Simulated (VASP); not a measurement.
# ZnO (P6_3mc) in VASP: further runs

Runs on ZnO. Level: PBEsol. Tasks: single point.

Program: VASP 6.6.1. These are calculated values, not measurements. Logs are shortened: lines on timing, memory, paths and dates and some standing lists are left out, and cuts for length are marked.

## 1. The cell of the first run

The structure is hexagonal, space group P6_3mc (No. 186). The conventional cell has a = 3.230 Å, b = 3.230 Å, c = 5.527 Å, α = 90.00°, β = 90.00°, γ = 120.00°. Zn (site symmetry 3m) has 4 O at 2.00 to 2.03 Å within 2.7 Å. Within 2.7 Å of O (site symmetry 3m) lie 4 Zn at 2.00 to 2.03 Å.

## 2. Single point, PBEsol (strain along c alone, the other axes held: +6.0 %, then relaxed in part)

INCAR reads:

```
PREC = Accurate ; ENCUT = 520
EDIFF = 1E-6 ; ISMEAR = 0
SIGMA = 0.02 ; LREAL = False
LASPH = True ; NELM = 60
ALGO = Normal ; ISIF = 2
LWAVE = False ; LCHARG = False
GGA = PS ; NBANDS = 26
```

KPOINTS reads:

```
regular mesh
0
Gamma
  12 12 6
```

POSCAR reads:

```
ZnO
1.0
    3.2304736098      0.0000000000      0.0000000000
   -1.6152368049      2.7976722123      0.0000000000
    0.0000000000      0.0000000000      5.5269201470
Zn O
2 2
Direct
    0.6666666667      0.3333333333      0.5064555688
    0.3333333333      0.6666666667      0.0064555688
    0.6666666667      0.3333333333      0.8738544312
    0.3333333333      0.6666666667      0.3738544312
```

Potentials or basis: VASP PAW PBE potentials, release 64 (Zn, O).

The run is started by

```
$ cat potpaw_PBE.64/Zn/POTCAR potpaw_PBE.64/O/POTCAR > POTCAR
$ mpirun -np 1 vasp_std > vasp.out
```

OUTCAR:

```text
PREC = Accurate
   ENCUT = 520
   EDIFF = 1E-6
   ISMEAR = 0
   LREAL = False
   LASPH = True
   NELM = 60
   ISIF = 2
   GGA = PS

 ion  position               nearest neighbor table
   1  0.667  0.333  0.506-   4 2.00   4 2.00   4 2.00   3 2.03
   2  0.333  0.667  0.006-   3 2.00   3 2.00   3 2.00   4 2.03
   3  0.667  0.333  0.874-   2 2.00   2 2.00   2 2.00   1 2.03
   4  0.333  0.667  0.374-   1 2.00   1 2.00   1 2.00   2 2.03

  LATTYP: Found a hexagonal cell.
 ALAT       =     3.2304736098
 C/A-ratio  =     1.7108699264

  Lattice vectors:

 A1 = (   3.2304736098,   0.0000000000,   0.0000000000)
 A2 = (  -1.6152368049,   2.7976722123,   0.0000000000)
 A3 = (   0.0000000000,   0.0000000000,   5.5269201470)

Analysis of symmetry for initial positions (statically):
=====================================================================
 Subroutine PRICEL returns:
 Original cell was already a primitive cell.

 Routine SETGRP: Setting up the symmetry group for a
 hexagonal supercell.

 Subroutine GETGRP returns: Found 12 space group operations
 (whereof  6 operations were pure point group operations)
 out of a pool of 24 trial point group operations.

The static configuration has the point symmetry C_3v.
 The point group associated with its full space group is C_6v.

Analysis of symmetry for dynamics (positions and initial velocities):
=====================================================================
 Subroutine PRICEL returns:
 Original cell was already a primitive cell.

 Routine SETGRP: Setting up the symmetry group for a
 hexagonal supercell.

 Subroutine GETGRP returns: Found 12 space group operations
 (whereof  6 operations were pure point group operations)
 out of a pool of 24 trial point group operations.

The dynamic configuration has the point symmetry C_3v.
 The point group associated with its full space group is C_6v.

 Subroutine INISYM returns: Found 12 space group operations
 (whereof  6 operations are pure point group operations),
 and found     1 'primitive' translations

----------------------------------------------------------------------------------------

                                     Primitive cell

  volume of cell :      49.9512

  direct lattice vectors                    reciprocal lattice vectors
     3.230473610  0.000000000  0.000000000     0.309552134  0.178720008  0.000000000
    -1.615236805  2.797672212  0.000000000     0.000000000  0.357440016  0.000000000
     0.000000000  0.000000000  5.526920147     0.000000000  0.000000000  0.180932594

  length of vectors
     3.230473610  3.230473610  5.526920147     0.357440016  0.357440016  0.180932594

  position of ions in fractional coordinates (direct lattice)
     0.666666667  0.333333333  0.506455569
     0.333333333  0.666666667  0.006455569
     0.666666667  0.333333333  0.873854431
     0.333333333  0.666666667  0.373854431

  ion indices of the primitive-cell ions
   primitive index   ion index
                 1           1
                 2           2
                 3           3
                 4           4

----------------------------------------------------------------------------------------

 KPOINTS: regular mesh

Automatic generation of k-mesh.
 Grid dimensions read from file:
 generate k-points for:   12   12    6

 Generating k-lattice:

  Cartesian coordinates                     Fractional coordinates (reciprocal lattice)
     0.025796011  0.014893334  0.000000000     0.083333333  0.000000000  0.000000000
     0.000000000  0.029786668  0.000000000     0.000000000  0.083333333  0.000000000
     0.000000000  0.000000000  0.030155432     0.000000000  0.000000000  0.166666667

  Length of vectors
     0.029786668  0.029786668  0.030155432

  Shift w.r.t. Gamma in fractional coordinates (k-lattice)
     0.000000000  0.000000000  0.000000000

 Subroutine IBZKPT returns following result:
 ===========================================

 Found     76 irreducible k-points:

 Following reciprocal coordinates:
            Coordinates               Weight
  0.000000  0.000000  0.000000      1.000000
  0.083333  0.000000  0.000000      6.000000
  0.166667  0.000000  0.000000      6.000000
  0.250000  0.000000  0.000000      6.000000
  0.333333  0.000000  0.000000      6.000000
  0.416667  0.000000  0.000000      6.000000
[... 16 lines left out ...]
  0.250000  0.000000  0.166667     12.000000
  0.333333  0.000000  0.166667     12.000000
 [... further k-points ...]
   k-points           NKPTS =     76   k-points in BZ     NKDIM =     76   number of bands    NBANDS=     26
   number of dos      NEDOS =    301   number of ions     NIONS =      4
   total plane-waves  NPLWV =  24192
   dimension x,y,z NGX =    24 NGY =   24 NGZ =   42
   dimension x,y,z NGXF=    48 NGYF=   48 NGZF=   84
   ions per type =               2   2
   NGX,Y,Z   is equivalent  to a cutoff of  12.35, 12.35, 12.63 a.u.
   NGXF,Y,Z  is equivalent  to a cutoff of  24.70, 24.70, 25.27 a.u.
 SYSTEM =  unknown system
   PREC   = accura    normal or accurate (medium, high low for compatibility)
   ISTART =      0    job   : 0-new  1-cont  2-samecut
   ICHARG =      2    charge: 1-file 2-atom 10-const
   ISPIN  =      1    spin polarized calculation?
   LNONCOLLINEAR =      F non collinear calculations
   LSORBIT =      F    spin-orbit coupling
   LASPH  =      T    aspherical Exc in radial PAW
   ENCUT  =  520.0 eV  38.22 Ry    6.18 a.u.   6.01  6.01 10.28*2*pi/ulx,y,z
   NELM   =     60;   NELMIN=  2; NELMDL= -5     # of ELM steps
   EDIFF  = 0.1E-05   stopping-criterion for ELM
   LREAL  =      F    real-space projection
   EDIFFG = 0.1E-04   stopping-criterion for IOM
   NSW    =      0    number of steps for IOM
   IBRION =     -1    ionic relax: 0-MD 1-quasi-New 2-CG
   NFREE  =      0    steps in history (QN), initial steepest desc. (CG)
   ISIF   =      2    stress and relaxation
   ISYM   =      2    0-nonsym 1-usesym 2-fastsym
   POTIM  = 0.5000    time-step for ionic-motion
   TEBEG  =    0.0;   TEEND  =   0.0 temperature during run
   PSTRESS=    0.0 pullay stress
   NELECT =      36.0000    total number of electrons
   NUPDOWN=      -1.0000    fix difference up-down
   EMIN   =  10.00;   EMAX   =-10.00  energy-range for DOS
   EFERMI =   0.00;   METHOD = LEGACY
   ISMEAR =     0;   SIGMA  =   0.02  broadening in eV -4-tet -1-fermi 0-gaus
   EFERMI_NEDOS =   21; number of points for ismear=-14 and -15
   IALGO  =     38    algorithm
   IMIX   =      4    mixing-type and parameters
     AMIX     =   0.40;   BMIX     =  1.00
     AMIX_MAG =   1.60;   BMIX_MAG =  1.00
  volume/ion in A,a.u.               =      12.49        84.27
  Fermi-wavevector in a.u.,A,eV,Ry     =   1.467778  2.773697 29.311999  2.154371
  Thomas-Fermi vector in A             =   2.583355
   LORBIT       =      0    0 simple, 1 ext, 2 COOP (PROOUT), +10 PAW based schemes
   GGA     = PS    functional components
   LHFCALC =     F    Hartree Fock is set to
   AEXX    =    0.0000 exact exchange contribution
   IVDW    =     0    specifies the selected vdW correction
   LEPSILON=     F    determine dielectric tensor
   LRPA    =     F    only Hartree local field effects (RPA)
 non-spin polarized calculation
 Gauss-broadening in eV      SIGMA  =   0.02
  energy-cutoff  :      520.00
  volume of cell :       49.95
 maximum number of plane-waves:      1380
   NGX = 13   NGY = 13   NGZ = 21

 number of electron      36.0000054 magnetization

 Free energy of the ion-electron system (eV)
  ---------------------------------------------------
  ext. energy  EPLUGINS =         0.00000000
  ---------------------------------------------------
  free energy    TOTEN  =       -19.31647748 eV

  energy without entropy =      -19.31647748  energy(sigma->0) =      -19.31647748

 E-fermi :   0.8432     XC(G=0): -10.9365

 val. band max:        0.6644886221   @ k =   0.0000   0.0000   0.0000
 cond. band min:       1.1670635293   @ k =   0.0000   0.0000   0.0000
 fundamental gap:      0.5025749071
 Fermi energy:         0.8432329166

 k-point     1 :       0.0000    0.0000    0.0000
  band No.  band energies     occupation
      1     -17.0296      2.00000
      2     -16.4333      2.00000
      3      -4.9476      2.00000
      4      -4.9407      2.00000
      5      -4.8385      2.00000
      6      -4.8385      2.00000
[... 18 lines left out ...]
     25      14.8106      0.00000
     26      14.8107      0.00000

 k-point     2 :       0.0833    0.0000    0.0000
  band No.  band energies     occupation
      1     -16.9917      2.00000
      2     -16.4135      2.00000
      3      -4.9245      2.00000
      4      -4.8999      2.00000
      5      -4.8517      2.00000
      6      -4.8196      2.00000
[... 18 lines left out ...]
     25      14.2124      0.00000
     26      14.8532      0.00000

 k-point     3 :       0.1667    0.0000    0.0000
  band No.  band energies     occupation
      1     -16.8855      2.00000
      2     -16.3597      2.00000
      3      -4.9940      2.00000
      4      -4.8662      2.00000
      5      -4.7715      2.00000
      6      -4.7053      2.00000
[... 18 lines left out ...]
     25      13.8174      0.00000
     26      14.7942      0.00000

 k-point     4 :       0.2500    0.0000    0.0000
  band No.  band energies     occupation
      1     -16.7321      2.00000
      2     -16.2892      2.00000
      3      -5.1015      2.00000
      4      -4.8294      2.00000
      5      -4.7158      2.00000
      6      -4.6274      2.00000
[... 18 lines left out ...]
     25      13.8387      0.00000
     26      14.5713      0.00000

 k-point     5 :       0.3333    0.0000    0.0000
  band No.  band energies     occupation
      1     -16.5647      2.00000
      2     -16.2263      2.00000
      3      -5.1534      2.00000
      4      -4.8417      2.00000
      5      -4.6749      2.00000
      6      -4.4860      2.00000
[... 18 lines left out ...]
     25      13.6498      0.00000
     26      14.5279      0.00000

 k-point     6 :       0.4167    0.0000    0.0000
  band No.  band energies     occupation
      1     -16.4258      2.00000
      2     -16.1926      2.00000
      3      -5.1247      2.00000
      4      -4.8717      2.00000
      5      -4.6551      2.00000
      6      -4.3793      2.00000
[... 427 lines left out ...]
 k-point    21 :       0.0833    0.0000    0.1667
  band No.  band energies     occupation
      1     -16.9549      2.00000
      2     -16.4542      2.00000
      3      -4.9850      2.00000
      4      -4.9711      2.00000
      5      -4.8421      2.00000
      6      -4.8100      2.00000
[... 18 lines left out ...]
     25      14.0738      0.00000
     26      14.6888      0.00000

 k-point    22 :       0.1667    0.0000    0.1667
  band No.  band energies     occupation
      1     -16.8517      2.00000
      2     -16.3963      2.00000
      3      -5.0381      2.00000
      4      -4.9059      2.00000
      5      -4.7840      2.00000
      6      -4.7595      2.00000
[... 18 lines left out ...]
     25      13.8231      0.00000
     26      14.6501      0.00000

 k-point    23 :       0.2500    0.0000    0.1667
  band No.  band energies     occupation
      1     -16.7030      2.00000
      2     -16.3194      2.00000
      3      -5.1296      2.00000
      4      -4.8917      2.00000
      5      -4.6996      2.00000
      6      -4.6592      2.00000
[... 18 lines left out ...]
     25      13.8587      0.00000
     26      14.4887      0.00000

 k-point    24 :       0.3333    0.0000    0.1667
  band No.  band energies     occupation
      1     -16.5419      2.00000
      2     -16.2486      2.00000
      3      -5.1780      2.00000
      4      -4.9121      2.00000
      5      -4.6532      2.00000
      6      -4.5061      2.00000
[... 18 lines left out ...]
     25      13.7000      0.00000
     26      14.4600      0.00000

 [... further k-points ...]
[... 5 lines left out ...]
  --------------------------------------------------------------------------------------
  -------------------------------------------------------------------------------------
  Total       -1.3627307     -1.3627307     -3.7154504      0.0000000      0.0000000      0.0000000
  in kB      -43.7093553    -43.7093553   -119.1724399      0.0000000      0.0000000      0.0000000
  external PRESSURE =     -68.8637169 kB  Pullay stress =       0.0000000 kB

 VOLUME and BASIS-vectors are now :
 -----------------------------------------------------------------------------
  energy-cutoff  :      520.00
  volume of cell :       49.95
      direct lattice vectors                 reciprocal lattice vectors
     3.230473610  0.000000000  0.000000000     0.309552134  0.178720008  0.000000000
    -1.615236805  2.797672212  0.000000000     0.000000000  0.357440016  0.000000000
     0.000000000  0.000000000  5.526920147     0.000000000  0.000000000  0.180932594

 POSITION                                       TOTAL-FORCE (eV/Angst)
 -----------------------------------------------------------------------------------
      1.61524      0.93256      2.79914        -0.000000      0.000000      0.012650
     -0.00000      1.86511      0.03568         0.000000     -0.000000      0.012650
      1.61524      0.93256      4.82972        -0.000000      0.000000     -0.012650
     -0.00000      1.86511      2.06626        -0.000000      0.000000     -0.012650
 -----------------------------------------------------------------------------------
    total drift:                               -0.000001     -0.000000      0.000629

  FREE ENERGIE OF THE ION-ELECTRON SYSTEM (eV)
  ---------------------------------------------------
  free  energy   TOTEN  =       -19.3164774789 eV

  energy  without entropy=      -19.3164774789  energy(sigma->0) =      -19.31647748
```

It took 31 s on 1 thread of Intel Xeon 6975P-C (Granite Rapids), shared host; peak memory 0.21 GiB.

Results:

```yaml
Free_energy: -19.3165 eV
Pressure: -6.9 GPa
Largest_force: 0.013 eV/Å
Band_gap_on_the_k_mesh: 0.50 eV, direct
```

Forces in eV/Å, atoms in the order of the input:
```
Zn   0.000  0.000  0.013
Zn   0.000  0.000  0.013
O    0.000  0.000 -0.013
O    0.000  0.000 -0.013
```

Levels at points of the mesh, in eV from the valence-band top:
```csv
k point,band 15,band 16,band 17,band 18,band 19,band 20,band 21,band 22
"(0.00, 0.00, 0.00)",-0.70,-0.18,0.00,0.00,0.50,5.13,7.43,12.55
"(0.50, 0.00, 0.00)",-2.78,-1.99,-1.40,-0.73,5.48,6.64,6.89,8.32
"(0.00, 0.00, 0.50)",-0.35,-0.35,-0.35,-0.35,3.14,3.14,9.40,9.40
"(0.50, 0.00, 0.50)",-1.54,-1.54,-1.33,-1.33,5.31,5.31,8.06,8.06
```

Caveat: the cell differs from its parent crystal (strain along c alone, the other axes held: +6.0 %, then relaxed in part); the PAW data sets were made with another functional, which shifts forces and pressure a little.

(Continued in part 2 of 3.)
